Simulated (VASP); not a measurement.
# CaO (Fm-3m) in VASP: a series of runs

The runs below take CaO through single point, with PBEsol+D4, PBE.

All numbers are computed with VASP 6.6.1; they aren't measurements. Logs are shortened: lines on timing, memory, paths and dates and some standing lists are left out, and cuts for length are marked.

## (1) The cell of the first run

The structure is cubic, space group Fm-3m (No. 225). The conventional cell has a = 4.750 Å, b = 4.750 Å, c = 4.750 Å, α = 90.00°, β = 90.00°, γ = 90.00°. Ca (site symmetry m-3m) has 6 O at 2.37 Å within 3.1 Å. O (site symmetry m-3m) has 6 Ca at 2.37 Å within 3.1 Å.

## (2) Single point, PBEsol+D4

Input file INCAR:

```
SYSTEM = CaO
ALGO = Normal ; EDIFF = 1E-6
ENCUT = 520 ; GGA = PS
ISIF = 2 ; ISMEAR = -1
IVDW = 13 ; LASPH = .TRUE.
LCHARG = .FALSE. ; LREAL = .FALSE.
LWAVE = .FALSE. ; NBANDS = 15
NELM = 60 ; PREC = Accurate
SIGMA = 0.05
```

Input file KPOINTS:

```
k-points
0
G
  10 10 10
  0 0 0
```

Input file POSCAR:

```
CaO
1.0
    0.0000000000      2.3749679100      2.3749679100
    2.3749679100      0.0000000000      2.3749679100
    2.3749679100      2.3749679100      0.0000000000
Ca O
1 1
Direct
    0.0000000000      0.0000000000      0.0000000000
    0.5000000000      0.5000000000      0.5000000000
```

Potentials or basis: VASP PAW PBE potentials, release 64 (Ca_sv, O).

Run with:

```bash
$ cat potpaw_PBE.64/Ca_sv/POTCAR potpaw_PBE.64/O/POTCAR > POTCAR
$ mpirun -np 1 vasp_std > vasp.out
```

OUTCAR:

```text
SYSTEM = CaO
   EDIFF = 1E-6
   ENCUT = 520
   GGA = PS
   ISIF = 2
   ISMEAR = -1
   IVDW = 13
   LASPH = .TRUE.
   LREAL = .FALSE.
   NELM = 60
   PREC = Accurate

 ion  position               nearest neighbor table
   1  0.000  0.000  0.000-   2 2.37   2 2.37   2 2.37   2 2.37   2 2.37   2 2.37
   2  0.500  0.500  0.500-   1 2.37   1 2.37   1 2.37   1 2.37   1 2.37   1 2.37

  LATTYP: Found a face centered cubic cell.
 ALAT       =     4.7499358200

  Lattice vectors:

 A1 = (   0.0000000000,   2.3749679100,   2.3749679100)
 A2 = (   2.3749679100,   0.0000000000,   2.3749679100)
 A3 = (   2.3749679100,   2.3749679100,   0.0000000000)

Analysis of symmetry for initial positions (statically):
=====================================================================
 Subroutine PRICEL returns:
 Original cell was already a primitive cell.

 Routine SETGRP: Setting up the symmetry group for a
 face centered cubic supercell.

 Subroutine GETGRP returns: Found 48 space group operations
 (whereof 48 operations were pure point group operations)
 out of a pool of 48 trial point group operations.

The static configuration has the point symmetry O_h .

Analysis of symmetry for dynamics (positions and initial velocities):
=====================================================================
 Subroutine PRICEL returns:
 Original cell was already a primitive cell.

 Routine SETGRP: Setting up the symmetry group for a
 face centered cubic supercell.

 Subroutine GETGRP returns: Found 48 space group operations
 (whereof 48 operations were pure point group operations)
 out of a pool of 48 trial point group operations.

The dynamic configuration has the point symmetry O_h .

 Subroutine INISYM returns: Found 48 space group operations
 (whereof 48 operations are pure point group operations),
 and found     1 'primitive' translations

----------------------------------------------------------------------------------------

                                     Primitive cell

  volume of cell :      26.7919

  direct lattice vectors                    reciprocal lattice vectors
     0.000000000  2.374967910  2.374967910    -0.210529160  0.210529160  0.210529160
     2.374967910  0.000000000  2.374967910     0.210529160 -0.210529160  0.210529160
     2.374967910  2.374967910  0.000000000     0.210529160  0.210529160 -0.210529160

  length of vectors
     3.358711829  3.358711829  3.358711829     0.364647202  0.364647202  0.364647202

  position of ions in fractional coordinates (direct lattice)
     0.000000000  0.000000000  0.000000000
     0.500000000  0.500000000  0.500000000

  ion indices of the primitive-cell ions
   primitive index   ion index
                 1           1
                 2           2

----------------------------------------------------------------------------------------

 KPOINTS: k-points

Automatic generation of k-mesh.
 Grid dimensions read from file:
 generate k-points for:   10   10   10

 Generating k-lattice:

  Cartesian coordinates                     Fractional coordinates (reciprocal lattice)
    -0.021052916  0.021052916  0.021052916     0.100000000  0.000000000  0.000000000
     0.021052916 -0.021052916  0.021052916     0.000000000  0.100000000  0.000000000
     0.021052916  0.021052916 -0.021052916     0.000000000  0.000000000  0.100000000

  Length of vectors
     0.036464720  0.036464720  0.036464720

  Shift w.r.t. Gamma in fractional coordinates (k-lattice)
     0.000000000  0.000000000  0.000000000

 Subroutine IBZKPT returns following result:
 ===========================================

 Found     47 irreducible k-points:

 Following reciprocal coordinates:
            Coordinates               Weight
  0.000000  0.000000  0.000000      1.000000
  0.100000  0.000000  0.000000      8.000000
  0.200000  0.000000  0.000000      8.000000
  0.300000  0.000000  0.000000      8.000000
  0.400000  0.000000  0.000000      8.000000
  0.500000  0.000000  0.000000      4.000000
[... 16 lines left out ...]
  0.300000  0.300000  0.000000      6.000000
  0.400000  0.300000  0.000000     24.000000
 [... further k-points ...]
   k-points           NKPTS =     47   k-points in BZ     NKDIM =     47   number of bands    NBANDS=     15
   number of dos      NEDOS =    301   number of ions     NIONS =      2
   total plane-waves  NPLWV =  21952
   dimension x,y,z NGX =    28 NGY =   28 NGZ =   28
   dimension x,y,z NGXF=    56 NGYF=   56 NGZF=   56
   ions per type =               1   1
   NGX,Y,Z   is equivalent  to a cutoff of  13.86, 13.86, 13.86 a.u.
   NGXF,Y,Z  is equivalent  to a cutoff of  27.72, 27.72, 27.72 a.u.
 SYSTEM =  CaO
   PREC   = accura    normal or accurate (medium, high low for compatibility)
   ISTART =      0    job   : 0-new  1-cont  2-samecut
   ICHARG =      2    charge: 1-file 2-atom 10-const
   ISPIN  =      1    spin polarized calculation?
   LNONCOLLINEAR =      F non collinear calculations
   LSORBIT =      F    spin-orbit coupling
   LASPH  =      T    aspherical Exc in radial PAW
   ENCUT  =  520.0 eV  38.22 Ry    6.18 a.u.   6.24  6.24  6.24*2*pi/ulx,y,z
   NELM   =     60;   NELMIN=  2; NELMDL= -5     # of ELM steps
   EDIFF  = 0.1E-05   stopping-criterion for ELM
   LREAL  =      F    real-space projection
   EDIFFG = 0.1E-04   stopping-criterion for IOM
   NSW    =      0    number of steps for IOM
   IBRION =     -1    ionic relax: 0-MD 1-quasi-New 2-CG
   NFREE  =      0    steps in history (QN), initial steepest desc. (CG)
   ISIF   =      2    stress and relaxation
   ISYM   =      2    0-nonsym 1-usesym 2-fastsym
   POTIM  = 0.5000    time-step for ionic-motion
   TEBEG  =    0.0;   TEEND  =   0.0 temperature during run
   PSTRESS=    0.0 pullay stress
   NELECT =      16.0000    total number of electrons
   NUPDOWN=      -1.0000    fix difference up-down
   EMIN   =  10.00;   EMAX   =-10.00  energy-range for DOS
   EFERMI =   0.00;   METHOD = LEGACY
   ISMEAR =    -1;   SIGMA  =   0.05  broadening in eV -4-tet -1-fermi 0-gaus
   EFERMI_NEDOS =   21; number of points for ismear=-14 and -15
   IALGO  =     38    algorithm
   IMIX   =      4    mixing-type and parameters
     AMIX     =   0.40;   BMIX     =  1.00
     AMIX_MAG =   1.60;   BMIX_MAG =  1.00
  volume/ion in A,a.u.               =      13.40        90.40
  Fermi-wavevector in a.u.,A,eV,Ry     =   1.378628  2.605229 25.859438  1.900615
  Thomas-Fermi vector in A             =   2.503672
   LORBIT       =      0    0 simple, 1 ext, 2 COOP (PROOUT), +10 PAW based schemes
   GGA     = PS    functional components
   LHFCALC =     F    Hartree Fock is set to
   AEXX    =    0.0000 exact exchange contribution
   IVDW    =    13    specifies the selected vdW correction
   LEPSILON=     F    determine dielectric tensor
   LRPA    =     F    only Hartree local field effects (RPA)
 non-spin polarized calculation
  energy-cutoff  :      520.00
  volume of cell :       26.79
 maximum number of plane-waves:       736
 NGX is ok and might be reduce to    28
   NGX = 13   NGY = 13   NGZ = 13

 number of electron      15.9999997 magnetization

 Free energy of the ion-electron system (eV)
  ---------------------------------------------------
  ext. energy  EPLUGINS =         0.00000000
  ---------------------------------------------------
  free energy    TOTEN  =       -13.40806317 eV

  energy without entropy =      -13.40806317  energy(sigma->0) =      -13.40806317

 E-fermi :   3.4602     XC(G=0): -10.9134

 val. band max:        2.4000142164   @ k =   0.0000   0.0000   0.0000
 cond. band min:       5.9146627011   @ k =   0.5000   0.5000   0.0000
 fundamental gap:      3.5146484847
 Fermi energy:         3.4601584010

 k-point     1 :       0.0000    0.0000    0.0000
  band No.  band energies     occupation
      1     -34.8464      2.00000
      2     -15.6591      2.00000
      3     -15.6591      2.00000
      4     -15.6591      2.00000
      5     -13.1139      2.00000
      6       2.4000      2.00000
      7       2.4000      2.00000
      8       2.4000      2.00000
      9       7.2532      0.00000
     10       8.6736      0.00000
     11       8.6736      0.00000
     12       8.6736      0.00000
     13      10.2742      0.00000
     14      10.2742      0.00000
     15      17.4455      0.00000

 k-point     2 :       0.1000    0.0000    0.0000
  band No.  band energies     occupation
      1     -34.8345      2.00000
      2     -15.8386      2.00000
      3     -15.6650      2.00000
      4     -15.6650      2.00000
      5     -12.9288      2.00000
      6       2.0208      2.00000
      7       2.2489      2.00000
      8       2.2489      2.00000
      9       7.7223      0.00000
     10       8.6355      0.00000
     11       8.8560      0.00000
     12       8.8560      0.00000
     13      10.5334      0.00000
     14      10.5334      0.00000
     15      17.8934      0.00000

 k-point     3 :       0.2000    0.0000    0.0000
  band No.  band energies     occupation
      1     -34.8034      2.00000
      2     -16.2275      2.00000
      3     -15.6803      2.00000
      4     -15.6803      2.00000
      5     -12.5241      2.00000
      6       1.2101      2.00000
      7       1.8883      2.00000
      8       1.8883      2.00000
      9       8.5697      0.00000
     10       8.8771      0.00000
     11       9.3604      0.00000
     12       9.3604      0.00000
     13      11.2034      0.00000
     14      11.2034      0.00000
     15      18.6186      0.00000
[... 343 lines left out ...]
 k-point    23 :       0.3000    0.3000    0.0000
  band No.  band energies     occupation
      1     -34.7395      2.00000
      2     -16.3628      2.00000
      3     -15.8331      2.00000
      4     -15.8331      2.00000
      5     -12.5042      2.00000
      6       0.5848      2.00000
      7       2.0529      2.00000
      8       2.0529      2.00000
      9       6.6550      0.00000
     10       9.6529      0.00000
     11      11.0533      0.00000
     12      11.1921      0.00000
     13      11.1921      0.00000
     14      13.1051      0.00000
     15      20.0318      0.00000

 k-point    24 :       0.4000    0.3000    0.0000
  band No.  band energies     occupation
      1     -34.7152      2.00000
      2     -16.4304      2.00000
      3     -15.8921      2.00000
      4     -15.8595      2.00000
      5     -12.5169      2.00000
      6       0.6663      2.00000
      7       1.8288      2.00000
      8       1.9350      2.00000
      9       6.6239      0.00000
     10      10.2538      0.00000
     11      11.4027      0.00000
     12      11.5108      0.00000
     13      11.6525      0.00000
     14      13.4888      0.00000
     15      18.3354      0.00000

 [... further k-points ...]

------------------------ aborting loop because EDIFF is reached ----------------------------------------

  DFT-D4 for vdW energy calculation

  Edisp (eV):   -0.19639

  FORCE on cell =-STRESS in cart. coord.  units (eV):
  Direction    XX          YY          ZZ          XY          YZ          ZX
  --------------------------------------------------------------------------------------
  -------------------------------------------------------------------------------------
  Total       0.10699     0.10699     0.10699    -0.00000     0.00000    -0.00000
  in kB       6.39811     6.39811     6.39811    -0.00000     0.00000    -0.00000
  external pressure =        6.40 kB  Pullay stress =        0.00 kB

 VOLUME and BASIS-vectors are now :
 -----------------------------------------------------------------------------
  energy-cutoff  :      520.00
  volume of cell :       26.79
      direct lattice vectors                 reciprocal lattice vectors
     0.000000000  2.374967910  2.374967910    -0.210529160  0.210529160  0.210529160
     2.374967910  0.000000000  2.374967910     0.210529160 -0.210529160  0.210529160
     2.374967910  2.374967910  0.000000000     0.210529160  0.210529160 -0.210529160

 POSITION                                       TOTAL-FORCE (eV/Angst)
 -----------------------------------------------------------------------------------
      0.00000      0.00000      0.00000         0.000000      0.000000      0.000000
      2.37497      2.37497      2.37497        -0.000000     -0.000000     -0.000000
 -----------------------------------------------------------------------------------
    total drift:                                0.000000      0.000000      0.000000

  FREE ENERGIE OF THE ION-ELECTRON SYSTEM (eV)
  ---------------------------------------------------
  free  energy   TOTEN  =       -13.6044490626 eV

  energy  without entropy=      -13.6044490626  energy(sigma->0) =      -13.60444906
```

It took 17 s on 1 thread of Intel Xeon Platinum 8375C at 2.90GHz (Ice Lake), shared host; peak memory 0.16 GiB.

What came out:

| Property | Result |
| --- | --- |
| Free energy | -13.6044 eV |
| Pressure | 0.6 GPa |
| Band gap on the k mesh | 3.51 eV, indirect (least direct gap 3.88 eV) |
| Dispersion energy per atom | -0.098 eV |

Caveat: the PAW data sets were made with another functional, which shifts forces and pressure a little. A k mesh can miss the band edges.

## (3) Single point, PBE

This run uses another cell than the first one, of 13.89 Å³/atom, 1.037 times its volume.

Input file INCAR:

```
SYSTEM = CaO
PREC = Accurate
ENCUT = 520
EDIFF = 1E-6
ISMEAR = 0
SIGMA = 0.019000000000000003
LREAL = .FALSE.
LASPH = .TRUE.
NELM = 80
ALGO = Normal
ISIF = 2
LWAVE = .FALSE.
LCHARG = .FALSE.
GGA = PE
NBANDS = 15
```

Input file KPOINTS:

```
regular mesh
0
G
  10 10 10
  0 0 0
```

Input file POSCAR:

```
CaO
1.0
    0.0000000000      2.4035556960      2.4035556960
    2.4035556960      0.0000000000      2.4035556960
    2.4035556960      2.4035556960      0.0000000000
Ca O
1 1
Direct
    0.0000000000      0.0000000000      0.0000000000
    0.5000000000      0.5000000000      0.5000000000
```

Potentials or basis: VASP PAW PBE potentials, release 64 (Ca_sv, O).

Run with:

```bash
$ cat potpaw_PBE.64/Ca_sv/POTCAR potpaw_PBE.64/O/POTCAR > POTCAR
$ mpirun -np 1 vasp_std > vasp.out
```

Wall time 16 s (1 thread of Intel Xeon Platinum 8375C at 2.90GHz (Ice Lake), shared host); peak memory 0.17 GiB.

It converged, with:

```yaml
Free_energy: -12.8014 eV
Pressure: 2.2 GPa
Band_gap_on_the_k_mesh: 3.64 eV, indirect (least direct gap 4.01 eV)
```

Levels at points of the mesh, in eV from the valence-band top:
```tsv
k point	band 4	band 5	band 6	band 7	band 8	band 9	band 10	band 11	band 12	band 13
(0.00, 0.00, 0.00)	-18.40	-15.53	0.00	0.00	0.00	4.71	6.22	6.22	6.22	7.73
(0.50, 0.00, 0.00)	-18.46	-14.34	-2.64	-1.20	-1.20	7.05	8.35	8.35	8.50	10.42
(0.50, 0.50, 0.00)	-18.63	-15.29	-1.30	-0.37	-0.37	3.64	8.04	8.89	9.53	9.53
```
